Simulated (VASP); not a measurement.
# Ge (Fd-3m) in VASP: single point with r2SCAN

Aim: the single point of Ge with r2SCAN.

Everything below comes from runs of VASP 6.6.1. Logs are shortened: lines on timing, memory, paths and dates and some standing lists are left out, and cuts for length are marked.

**1. The cell of the first run**

The structure is cubic, space group Fd-3m (No. 227). Conventional cell: a = 5.674 Å, b = 5.674 Å, c = 5.674 Å, α = 90.00°, β = 90.00°, γ = 90.00°. Ge (site symmetry -43m) has 4 Ge at 2.46 Å within 3.2 Å.

**2. Single point, r2SCAN**

POSCAR reads:

```
Ge
1.0
    0.0000000000      2.8372372263      2.8372372263
    2.8372372263      0.0000000000      2.8372372263
    2.8372372263      2.8372372263      0.0000000000
Ge
2
Direct
    0.0000000000      0.0000000000      0.0000000000
    0.2500000000      0.2500000000      0.2500000000
```

INCAR.step1 reads:

```
PREC = Accurate ; ENCUT = 520
ISMEAR = 0 ; SIGMA = 0.01
LREAL = False ; LASPH = True
NELM = 80 ; NBANDS = 21
GGA = PE ; ALGO = Normal
EDIFF = 1E-4 ; LWAVE = True
LCHARG = False
```

INCAR.step2 reads:

```
PREC = Accurate ; ENCUT = 520
EDIFF = 1E-7 ; ISMEAR = 0
SIGMA = 0.01 ; LREAL = False
LASPH = True ; NELM = 80
ALGO = Normal ; ISIF = 2
LWAVE = False ; LCHARG = True
METAGGA = R2SCAN ; LMIXTAU = True
LELF = True ; LVHAR = True
NBANDS = 21 ; ISTART = 1
```

KPOINTS reads:

```
regular mesh
0
Gamma
  10 10 10
```

Potentials or basis: VASP PAW PBE potentials, release 64 (Ge_d).

Run with:

```bash
$ cat potpaw_PBE.64/Ge_d/POTCAR > POTCAR
$ cp INCAR.step1 INCAR
$ mpirun -np 1 vasp_std > vasp.out
$ cp INCAR.step2 INCAR
$ mpirun -np 1 vasp_std > vasp.out
```

OUTCAR:

```text
PREC = Accurate
   ENCUT = 520
   EDIFF = 1E-7
   ISMEAR = 0
   LREAL = False
   LASPH = True
   NELM = 80
   ISIF = 2
   METAGGA = R2SCAN
   ISTART = 1

 ion  position               nearest neighbor table
   1  0.000  0.000  0.000-   2 2.46   2 2.46   2 2.46   2 2.46
   2  0.250  0.250  0.250-   1 2.46   1 2.46   1 2.46   1 2.46

  LATTYP: Found a face centered cubic cell.
 ALAT       =     5.6744744526

  Lattice vectors:

 A1 = (   0.0000000000,   2.8372372263,   2.8372372263)
 A2 = (   2.8372372263,   0.0000000000,   2.8372372263)
 A3 = (   2.8372372263,   2.8372372263,   0.0000000000)

Analysis of symmetry for initial positions (statically):
=====================================================================
 Subroutine PRICEL returns:
 Original cell was already a primitive cell.

 Routine SETGRP: Setting up the symmetry group for a
 face centered cubic supercell.

 Subroutine GETGRP returns: Found 48 space group operations
 (whereof 24 operations were pure point group operations)
 out of a pool of 48 trial point group operations.

The static configuration has the point symmetry T_d .
 The point group associated with its full space group is O_h .

Analysis of symmetry for dynamics (positions and initial velocities):
=====================================================================
 Subroutine PRICEL returns:
 Original cell was already a primitive cell.

 Routine SETGRP: Setting up the symmetry group for a
 face centered cubic supercell.

 Subroutine GETGRP returns: Found 48 space group operations
 (whereof 24 operations were pure point group operations)
 out of a pool of 48 trial point group operations.

The dynamic configuration has the point symmetry T_d .
 The point group associated with its full space group is O_h .

 Subroutine INISYM returns: Found 48 space group operations
 (whereof 24 operations are pure point group operations),
 and found     1 'primitive' translations

----------------------------------------------------------------------------------------

                                     Primitive cell

  volume of cell :      45.6790

  direct lattice vectors                    reciprocal lattice vectors
     0.000000000  2.837237226  2.837237226    -0.176227774  0.176227774  0.176227774
     2.837237226  0.000000000  2.837237226     0.176227774 -0.176227774  0.176227774
     2.837237226  2.837237226  0.000000000     0.176227774  0.176227774 -0.176227774

  length of vectors
     4.012459365  4.012459365  4.012459365     0.305235458  0.305235458  0.305235458

  position of ions in fractional coordinates (direct lattice)
     0.000000000  0.000000000  0.000000000
     0.250000000  0.250000000  0.250000000

  ion indices of the primitive-cell ions
   primitive index   ion index
                 1           1
                 2           2

----------------------------------------------------------------------------------------

 KPOINTS: regular mesh

Automatic generation of k-mesh.
 Grid dimensions read from file:
 generate k-points for:   10   10   10

 Generating k-lattice:

  Cartesian coordinates                     Fractional coordinates (reciprocal lattice)
    -0.017622777  0.017622777  0.017622777     0.100000000  0.000000000  0.000000000
     0.017622777 -0.017622777  0.017622777     0.000000000  0.100000000  0.000000000
     0.017622777  0.017622777 -0.017622777     0.000000000  0.000000000  0.100000000

  Length of vectors
     0.030523546  0.030523546  0.030523546

  Shift w.r.t. Gamma in fractional coordinates (k-lattice)
     0.000000000  0.000000000  0.000000000

 Subroutine IBZKPT returns following result:
 ===========================================

 Found     47 irreducible k-points:

 Following reciprocal coordinates:
            Coordinates               Weight
  0.000000  0.000000  0.000000      1.000000
  0.100000  0.000000  0.000000      8.000000
  0.200000  0.000000  0.000000      8.000000
  0.300000  0.000000  0.000000      8.000000
  0.400000  0.000000  0.000000      8.000000
  0.500000  0.000000  0.000000      4.000000
[... 16 lines left out ...]
  0.300000  0.300000  0.000000      6.000000
  0.400000  0.300000  0.000000     24.000000
 [... further k-points ...]
   k-points           NKPTS =     47   k-points in BZ     NKDIM =     47   number of bands    NBANDS=     21
   number of dos      NEDOS =    301   number of ions     NIONS =      2
   total plane-waves  NPLWV =  27000
   dimension x,y,z NGX =    30 NGY =   30 NGZ =   30
   dimension x,y,z NGXF=    60 NGYF=   60 NGZF=   60
   ions per type =               2
   NGX,Y,Z   is equivalent  to a cutoff of  12.43, 12.43, 12.43 a.u.
   NGXF,Y,Z  is equivalent  to a cutoff of  24.86, 24.86, 24.86 a.u.
 SYSTEM =  unknown system
   PREC   = accura    normal or accurate (medium, high low for compatibility)
   ISTART =      1    job   : 0-new  1-cont  2-samecut
   ICHARG =      0    charge: 1-file 2-atom 10-const
   ISPIN  =      1    spin polarized calculation?
   LNONCOLLINEAR =      F non collinear calculations
   LSORBIT =      F    spin-orbit coupling
   LASPH  =      T    aspherical Exc in radial PAW
   ENCUT  =  520.0 eV  38.22 Ry    6.18 a.u.   7.46  7.46  7.46*2*pi/ulx,y,z
   NELM   =     80;   NELMIN=  2; NELMDL=  0     # of ELM steps
   EDIFF  = 0.1E-06   stopping-criterion for ELM
   LREAL  =      F    real-space projection
   EDIFFG = 0.1E-05   stopping-criterion for IOM
   NSW    =      0    number of steps for IOM
   IBRION =     -1    ionic relax: 0-MD 1-quasi-New 2-CG
   NFREE  =      0    steps in history (QN), initial steepest desc. (CG)
   ISIF   =      2    stress and relaxation
   ISYM   =      2    0-nonsym 1-usesym 2-fastsym
   POTIM  = 0.5000    time-step for ionic-motion
   TEBEG  =    0.0;   TEEND  =   0.0 temperature during run
   PSTRESS=    0.0 pullay stress
   NELECT =      28.0000    total number of electrons
   NUPDOWN=      -1.0000    fix difference up-down
   EMIN   =  10.00;   EMAX   =-10.00  energy-range for DOS
   EFERMI =   0.00;   METHOD = LEGACY
   ISMEAR =     0;   SIGMA  =   0.01  broadening in eV -4-tet -1-fermi 0-gaus
   EFERMI_NEDOS =   21; number of points for ismear=-14 and -15
   IALGO  =     38    algorithm
   IMIX   =      4    mixing-type and parameters
     AMIX     =   0.40;   BMIX     =  1.00
     AMIX_MAG =   1.60;   BMIX_MAG =  1.00
  volume/ion in A,a.u.               =      22.84       154.13
  Fermi-wavevector in a.u.,A,eV,Ry     =   1.390663  2.627972 26.312895  1.933943
  Thomas-Fermi vector in A             =   2.514576
   LORBIT       =      0    0 simple, 1 ext, 2 COOP (PROOUT), +10 PAW based schemes
   METAGGA = R2SCAN    functional components
   LHFCALC =     F    Hartree Fock is set to
   AEXX    =    0.0000 exact exchange contribution
   IVDW    =     0    specifies the selected vdW correction
   LEPSILON=     F    determine dielectric tensor
   LRPA    =     F    only Hartree local field effects (RPA)
 non-spin polarized calculation
 Gauss-broadening in eV      SIGMA  =   0.01
  energy-cutoff  :      520.00
  volume of cell :       45.68
 maximum number of plane-waves:      1249
 NGX is ok and might be reduce to    30
   NGX = 15   NGY = 15   NGZ = 15

 number of electron      28.0000015 magnetization

 Free energy of the ion-electron system (eV)
  ---------------------------------------------------
  ext. energy  EPLUGINS =         0.00000000
  ---------------------------------------------------
  free energy    TOTEN  =       -27.74257830 eV

  energy without entropy =      -27.74257830  energy(sigma->0) =      -27.74257830

 E-fermi :   4.8471     XC(G=0): -10.7734

 val. band max:        4.7148541692   @ k =   0.0000   0.0000   0.0000
 cond. band min:       5.0337892421   @ k =   0.0000   0.0000   0.0000
 fundamental gap:      0.3189350729
 Fermi energy:         4.8470585592

 k-point     1 :       0.0000    0.0000    0.0000
  band No.  band energies     occupation
      1     -20.7676      2.00000
      2     -20.7676      2.00000
      3     -20.7676      2.00000
      4     -20.7289      2.00000
      5     -20.7289      2.00000
      6     -20.5162      2.00000
[... 13 lines left out ...]
     20      14.6280      0.00000
     21      14.6280      0.00000

 k-point     2 :       0.1000    0.0000    0.0000
  band No.  band energies     occupation
      1     -20.7734      2.00000
      2     -20.7734      2.00000
      3     -20.7659      2.00000
      4     -20.7208      2.00000
      5     -20.7208      2.00000
      6     -20.5235      2.00000
[... 13 lines left out ...]
     20      13.9469      0.00000
     21      13.9469      0.00000

 k-point     3 :       0.2000    0.0000    0.0000
  band No.  band energies     occupation
      1     -20.7825      2.00000
      2     -20.7825      2.00000
      3     -20.7616      2.00000
      4     -20.7062      2.00000
      5     -20.7062      2.00000
      6     -20.5346      2.00000
[... 13 lines left out ...]
     20      13.4410      0.00000
     21      13.4410      0.00000

 k-point     4 :       0.3000    0.0000    0.0000
  band No.  band energies     occupation
      1     -20.7887      2.00000
      2     -20.7887      2.00000
      3     -20.7561      2.00000
      4     -20.6942      2.00000
      5     -20.6942      2.00000
      6     -20.5425      2.00000
[... 13 lines left out ...]
     20      13.8326      0.00000
     21      13.8326      0.00000

 k-point     5 :       0.4000    0.0000    0.0000
  band No.  band energies     occupation
      1     -20.7917      2.00000
      2     -20.7916      2.00000
      3     -20.7515      2.00000
      4     -20.6877      2.00000
      5     -20.6877      2.00000
      6     -20.5460      2.00000
[... 13 lines left out ...]
     20      15.1192      0.00000
     21      15.1192      0.00000
[... 382 lines left out ...]
     20      14.5958      0.00000
     21      16.7284      0.00000

 k-point    22 :      -0.2000    0.2000    0.0000
  band No.  band energies     occupation
      1     -20.7977      2.00000
      2     -20.7972      2.00000
      3     -20.7401      2.00000
      4     -20.6955      2.00000
      5     -20.6715      2.00000
      6     -20.5686      2.00000
[... 13 lines left out ...]
     20      15.1852      0.00000
     21      15.7118      0.00000

 k-point    23 :       0.3000    0.3000    0.0000
  band No.  band energies     occupation
      1     -20.7912      2.00000
      2     -20.7912      2.00000
      3     -20.7682      2.00000
      4     -20.6792      2.00000
      5     -20.6370      2.00000
      6     -20.6272      2.00000
[... 13 lines left out ...]
     20      16.2334      0.00000
     21      16.5769      0.00000

 k-point    24 :       0.4000    0.3000    0.0000
  band No.  band energies     occupation
      1     -20.8018      2.00000
      2     -20.7959      2.00000
      3     -20.7513      2.00000
      4     -20.6635      2.00000
      5     -20.6452      2.00000
      6     -20.6194      2.00000
[... 13 lines left out ...]
     20      17.0102      0.00000
     21      17.0286      0.00000

 [... further k-points ...]

------------------------ aborting loop because EDIFF is reached ----------------------------------------

  FORCE on cell =-STRESS in cart. coord.  units (eV):
  Direction    XX          YY          ZZ          XY          YZ          ZX
  --------------------------------------------------------------------------------------
  -------------------------------------------------------------------------------------
  Total        0.0123222      0.0123222      0.0123222      0.0000000      0.0000000      0.0000000
  in kB        0.4321967      0.4321967      0.4321967      0.0000000      0.0000000      0.0000000
  external PRESSURE =       0.4321967 kB  Pullay stress =       0.0000000 kB

 VOLUME and BASIS-vectors are now :
 -----------------------------------------------------------------------------
  energy-cutoff  :      520.00
  volume of cell :       45.68
      direct lattice vectors                 reciprocal lattice vectors
     0.000000000  2.837237226  2.837237226    -0.176227774  0.176227774  0.176227774
     2.837237226  0.000000000  2.837237226     0.176227774 -0.176227774  0.176227774
     2.837237226  2.837237226  0.000000000     0.176227774  0.176227774 -0.176227774

 POSITION                                       TOTAL-FORCE (eV/Angst)
 -----------------------------------------------------------------------------------
      0.00000      0.00000      0.00000        -0.000000     -0.000000     -0.000000
      1.41862      1.41862      1.41862         0.000000      0.000000      0.000000
 -----------------------------------------------------------------------------------
    total drift:                                0.000000     -0.000000      0.000000

  FREE ENERGIE OF THE ION-ELECTRON SYSTEM (eV)
  ---------------------------------------------------
  free  energy   TOTEN  =       -27.7425783045 eV

  energy  without entropy=      -27.7425783045  energy(sigma->0) =      -27.74257830
```

It took 85 s on 1 thread of Intel Xeon Platinum 8559C (Emerald Rapids), shared host; peak memory 0.18 GiB.

Results:

| Item | Value |
| --- | --- |
| Free energy | -27.7426 eV |
| Pressure | 0.0 GPa |
| Band gap on the k mesh | 0.32 eV, direct |

Caveat: the PAW data sets were made with another functional, which shifts forces and pressure a little.
